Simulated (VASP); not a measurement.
Set up this calculation in VASP 6.6.1, as the native input.

- Task: single point
- Functional: PBE
- Potentials or basis: VASP PAW PBE potentials, release 64 (Rb_sv, Cl)
- Cutoff: 500 eV
- k mesh: 6 × 6 × 6
- Occupations: gaussian, width 0.01 eV
- Spin: no spin polarisation
- Dipole correction: no
- Further INCAR settings: ALGO = Normal; EDIFF = 1e-06; NBANDS = 15

The structure of RbCl lies in POSCAR:

```
RbCl
1.0
    0.0000000000      3.3491260034      3.3491260034
    3.3491260034      0.0000000000      3.3491260034
    3.3491260034      3.3491260034      0.0000000000
Rb Cl
1 1
Direct
    0.0000000000      0.0000000000      0.0000000000
    0.5000000000      0.5000000000      0.5000000000
```

These files were run (other wordings do the same):

INCAR

```
SYSTEM = RbCl
ALGO = Normal ; EDIFF = 1E-6
ENCUT = 500 ; GGA = PE
GGA_COMPAT = .FALSE. ; ISIF = 2
ISMEAR = 0 ; LASPH = .TRUE.
LCHARG = .FALSE. ; LREAL = .FALSE.
LWAVE = .FALSE. ; NBANDS = 15
NELM = 120 ; PREC = Accurate
SIGMA = 0.01
```

KPOINTS

```
k-points
0
G
  6 6 6
  0 0 0
```

Potentials or basis: VASP PAW PBE potentials, release 64 (Rb_sv, Cl).

Run with:

```bash
$ cat potpaw_PBE.64/Rb_sv/POTCAR potpaw_PBE.64/Cl/POTCAR > POTCAR
$ mpirun -np 1 vasp_std > vasp.out
```

Results of the run:

```
Pressure               : 0.0 GPa
Band gap on the k mesh : 4.83 eV, direct
```

Run time: 21 s on 1 thread of Intel(R) Xeon(R) Platinum 8259CL CPU @ 2.50GHz (Skylake/Cascade Lake), on a shared host, peak memory 0.2 GiB.
